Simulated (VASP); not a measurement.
# NaF (Pm-3m) in VASP: further runs, part 2 of 3

VASP 6.6.1. Earlier steps stand in the parts before.

### Step 5. Single point, HF

This run uses another cell than the first one, of 10.90 Å³/atom, 0.927 times its volume.

POSCAR reads:

```
NaF
1.0
    2.7934851918      0.0000000000      0.0000000000
    0.0000000000      2.7934851918      0.0000000000
    0.0000000000      0.0000000000      2.7934851918
Na F
1 1
Direct
    0.0000000000      0.0000000000      0.0000000000
    0.5000000000      0.5000000000      0.5000000000
```

INCAR.step1 reads:

```
SYSTEM = NaF
ALGO = Normal
EDIFF = 1E-5
ENCUT = 520
GGA = PE
ISIF = 2
ISMEAR = 0
LASPH = .TRUE.
LREAL = .FALSE.
LWAVE = .TRUE.
NBANDS = 14
NELM = 80
PREC = Accurate
SIGMA = 0.01
```

INCAR.step2 reads:

```
SYSTEM = NaF
AEXX = 1.0
AGGAC = 0.0
ALDAC = 0.0
ALGO = Normal
EDIFF = 1E-6
ENCUT = 520
GGA = PE
ISIF = 2
ISMEAR = 0
ISTART = 1
LASPH = .TRUE.
LCHARG = .TRUE.
LELF = .TRUE.
LHFCALC = .TRUE.
LREAL = .FALSE.
LVHAR = .TRUE.
LWAVE = .FALSE.
NBANDS = 14
NELM = 80
PREC = Accurate
PRECFOCK = Normal
SIGMA = 0.01
```

KPOINTS reads:

```
k-points
0
G
  6 6 6
  0 0 0
```

Potentials or basis: VASP PAW PBE potentials, release 64 (Na_pv, F).

On the command line:

```console
> cat potpaw_PBE.64/Na_pv/POTCAR potpaw_PBE.64/F/POTCAR > POTCAR
> cp INCAR.step1 INCAR
> mpirun -np 1 vasp_std > vasp.out
> cp INCAR.step2 INCAR
> mpirun -np 1 vasp_std > vasp.out
```

OUTCAR:

```text
SYSTEM = NaF
   AEXX = 1.0
   EDIFF = 1E-6
   ENCUT = 520
   GGA = PE
   ISIF = 2
   ISMEAR = 0
   ISTART = 1
   LASPH = .TRUE.
   LHFCALC = .TRUE.
   LREAL = .FALSE.
   NELM = 80
   PREC = Accurate
   PRECFOCK = Normal

 ion  position               nearest neighbor table
   1  0.000  0.000  0.000-
   2  0.500  0.500  0.500-

  LATTYP: Found a simple cubic cell.
 ALAT       =     2.7934851918

  Lattice vectors:

 A1 = (   2.7934851918,   0.0000000000,   0.0000000000)
 A2 = (   0.0000000000,   2.7934851918,   0.0000000000)
 A3 = (   0.0000000000,   0.0000000000,   2.7934851918)

Analysis of symmetry for initial positions (statically):
=====================================================================
 Subroutine PRICEL returns:
 Original cell was already a primitive cell.

 Routine SETGRP: Setting up the symmetry group for a
 simple cubic supercell.

 Subroutine GETGRP returns: Found 48 space group operations
 (whereof 48 operations were pure point group operations)
 out of a pool of 48 trial point group operations.

The static configuration has the point symmetry O_h .

Analysis of symmetry for dynamics (positions and initial velocities):
=====================================================================
 Subroutine PRICEL returns:
 Original cell was already a primitive cell.

 Routine SETGRP: Setting up the symmetry group for a
 simple cubic supercell.

 Subroutine GETGRP returns: Found 48 space group operations
 (whereof 48 operations were pure point group operations)
 out of a pool of 48 trial point group operations.

The dynamic configuration has the point symmetry O_h .

 Subroutine INISYM returns: Found 48 space group operations
 (whereof 48 operations are pure point group operations),
 and found     1 'primitive' translations

----------------------------------------------------------------------------------------

                                     Primitive cell

  volume of cell :      21.7991

  direct lattice vectors                    reciprocal lattice vectors
     2.793485192  0.000000000  0.000000000     0.357975766  0.000000000  0.000000000
     0.000000000  2.793485192  0.000000000     0.000000000  0.357975766  0.000000000
     0.000000000  0.000000000  2.793485192     0.000000000  0.000000000  0.357975766

  length of vectors
     2.793485192  2.793485192  2.793485192     0.357975766  0.357975766  0.357975766

  position of ions in fractional coordinates (direct lattice)
     0.000000000  0.000000000  0.000000000
     0.500000000  0.500000000  0.500000000

  ion indices of the primitive-cell ions
   primitive index   ion index
                 1           1
                 2           2

----------------------------------------------------------------------------------------

 KPOINTS: k-points

Automatic generation of k-mesh.
 Grid dimensions read from file:
 generate k-points for:    6    6    6

 Generating k-lattice:

  Cartesian coordinates                     Fractional coordinates (reciprocal lattice)
[... 42 lines left out ...]
   ions per type =               1   1
   NGX,Y,Z   is equivalent  to a cutoff of  14.28, 14.28, 14.28 a.u.
   NGXF,Y,Z  is equivalent  to a cutoff of  28.57, 28.57, 28.57 a.u.
 SYSTEM =  NaF
   PREC   = accura    normal or accurate (medium, high low for compatibility)
   ISTART =      1    job   : 0-new  1-cont  2-samecut
   ICHARG =      0    charge: 1-file 2-atom 10-const
   ISPIN  =      1    spin polarized calculation?
   LNONCOLLINEAR =      F non collinear calculations
   LSORBIT =      F    spin-orbit coupling
   LASPH  =      T    aspherical Exc in radial PAW
   ENCUT  =  520.0 eV  38.22 Ry    6.18 a.u.   5.19  5.19  5.19*2*pi/ulx,y,z
   NELM   =     80;   NELMIN=  2; NELMDL=  0     # of ELM steps
   EDIFF  = 0.1E-05   stopping-criterion for ELM
   LREAL  =      F    real-space projection
   EDIFFG = 0.1E-04   stopping-criterion for IOM
   NSW    =      0    number of steps for IOM
   IBRION =     -1    ionic relax: 0-MD 1-quasi-New 2-CG
   NFREE  =      0    steps in history (QN), initial steepest desc. (CG)
   ISIF   =      2    stress and relaxation
   ISYM   =      3    0-nonsym 1-usesym 2-fastsym
   POTIM  = 0.5000    time-step for ionic-motion
   TEBEG  =    0.0;   TEEND  =   0.0 temperature during run
   PSTRESS=    0.0 pullay stress
   NELECT =      14.0000    total number of electrons
   NUPDOWN=      -1.0000    fix difference up-down
   EMIN   =  10.00;   EMAX   =-10.00  energy-range for DOS
   EFERMI =   0.00;   METHOD = LEGACY
   ISMEAR =     0;   SIGMA  =   0.01  broadening in eV -4-tet -1-fermi 0-gaus
   EFERMI_NEDOS =   21; number of points for ismear=-14 and -15
   IALGO  =     38    algorithm
   IMIX   =      1    mixing-type and parameters
     AMIX     =   0.40;   BMIX     =  1.00
     AMIX_MAG =   1.60;   BMIX_MAG =  1.00
  volume/ion in A,a.u.               =      10.90        73.55
  Fermi-wavevector in a.u.,A,eV,Ry     =   1.412444  2.669132 27.143584  1.994997
  Thomas-Fermi vector in A             =   2.534192
   LORBIT       =      0    0 simple, 1 ext, 2 COOP (PROOUT), +10 PAW based schemes
   GGA     = PE    functional components
   LHFCALC =     T    Hartree Fock is set to
   PRECFOCK=normal    Normal, Fast or Accurate (Low or Medium for compatibility)
   ENCUT4O =  -1.0   cutoff for four orbital integrals eV
   NKREDX  =     1    reduce k-point grid by
   NKREDY  =     1    reduce k-point grid by
   NKREDZ  =     1    reduce k-point grid by
   AEXX    =    1.0000 exact exchange contribution
   HFSCREEN=    0.0000 screening length (either q_TF or 0.3 A-1)
   HFSCREENC=   0.0000 screening length for correlation (either q_TF or 0.3 A-1)
   ENCUTFOCK=  -1.0 apply spherical cutoff to Coloumb kernel
   IVDW    =     0    specifies the selected vdW correction
   LEPSILON=     F    determine dielectric tensor
   LRPA    =     F    only Hartree local field effects (RPA)
 non-spin polarized calculation
 Gauss-broadening in eV      SIGMA  =   0.01
  energy-cutoff  :      520.00
  volume of cell :       21.80
 maximum number of plane-waves:       624
 NGX is ok and might be reduce to    24
  NGX = 16; NGY = 16; NGZ = 16

 number of electron      14.0000006 magnetization

 Free energy of the ion-electron system (eV)
  ---------------------------------------------------
  ext. energy  EPLUGINS =         0.00000000
  ---------------------------------------------------
  free energy    TOTEN  =       -16.60648026 eV

  energy without entropy =      -16.60648026  energy(sigma->0) =      -16.60648026

 E-fermi :  -7.8285     XC(G=0):   0.0000

 val. band max:       -7.9587861076   @ k =   0.5000   0.5000   0.0000
 cond. band min:      10.4562903181   @ k =   0.0000   0.0000   0.0000
 fundamental gap:     18.4150764257
 Fermi energy:        -7.8284606602

 k-point     1 :       0.0000    0.0000    0.0000
  band No.  band energies     occupation
      1     -34.0488      2.00000
      2     -33.6286      2.00000
      3     -33.6286      2.00000
      4     -33.6286      2.00000
      5      -8.3537      2.00000
      6      -8.3537      2.00000
      7      -8.3537      2.00000
      8      10.4563      0.00000
      9      20.5122      0.00000
     10      20.5122      0.00000
     11      30.3227      0.00000
     12      30.3227      0.00000
     13      30.3227      0.00000
     14      37.8870      0.00000
[... 309 lines left out ...]
      1     -33.7929      2.00000
      2     -33.7929      2.00000
      3     -33.7929      2.00000
      4     -33.1664      2.00000
      5      -9.9439      2.00000
      6      -9.9439      2.00000
      7      -9.9439      2.00000
      8      19.1797      0.00000
      9      19.1797      0.00000
     10      19.1797      0.00000
     11      25.6621      0.00000
     12      25.6621      0.00000
     13      25.6621      0.00000
     14      29.0122      0.00000

------------------------ aborting loop because EDIFF is reached ----------------------------------------

  FORCE on cell =-STRESS in cart. coord.  units (eV):
  Direction    XX          YY          ZZ          XY          YZ          ZX
  --------------------------------------------------------------------------------------
  -------------------------------------------------------------------------------------
  Total        0.2309518      0.2309518      0.2309518      0.0000000      0.0000000     -0.0000000
  in kB       16.9743391     16.9743391     16.9743391      0.0000000      0.0000000     -0.0000000
  external PRESSURE =      16.9743391 kB  Pullay stress =       0.0000000 kB

 VOLUME and BASIS-vectors are now :
 -----------------------------------------------------------------------------
  energy-cutoff  :      520.00
  volume of cell :       21.80
      direct lattice vectors                 reciprocal lattice vectors
     2.793485192  0.000000000  0.000000000     0.357975766  0.000000000  0.000000000
     0.000000000  2.793485192  0.000000000     0.000000000  0.357975766  0.000000000
     0.000000000  0.000000000  2.793485192     0.000000000  0.000000000  0.357975766

 POSITION                                       TOTAL-FORCE (eV/Angst)
 -----------------------------------------------------------------------------------
      0.00000      0.00000      0.00000         0.000000      0.000000      0.000000
      1.39674      1.39674      1.39674         0.000000      0.000000      0.000000
 -----------------------------------------------------------------------------------
    total drift:                                0.000000      0.000000      0.000000

  FREE ENERGIE OF THE ION-ELECTRON SYSTEM (eV)
  ---------------------------------------------------
  free  energy   TOTEN  =       -16.6064802637 eV

  energy  without entropy=      -16.6064802637  energy(sigma->0) =      -16.60648026
```

Run time: 6.8 min. Hardware: 1 thread of Oxide Virtual Turin-like, shared host; peak memory 0.11 GiB.

Results:

```yaml
Free_energy: -16.6065 eV
Pressure: 1.7 GPa
Band_gap_on_the_k_mesh: 18.42 eV, indirect (least direct gap 18.81 eV)
```

Caveat: the PAW data sets were made with another functional, which shifts forces and pressure a little.

[end of part 2 of 3]
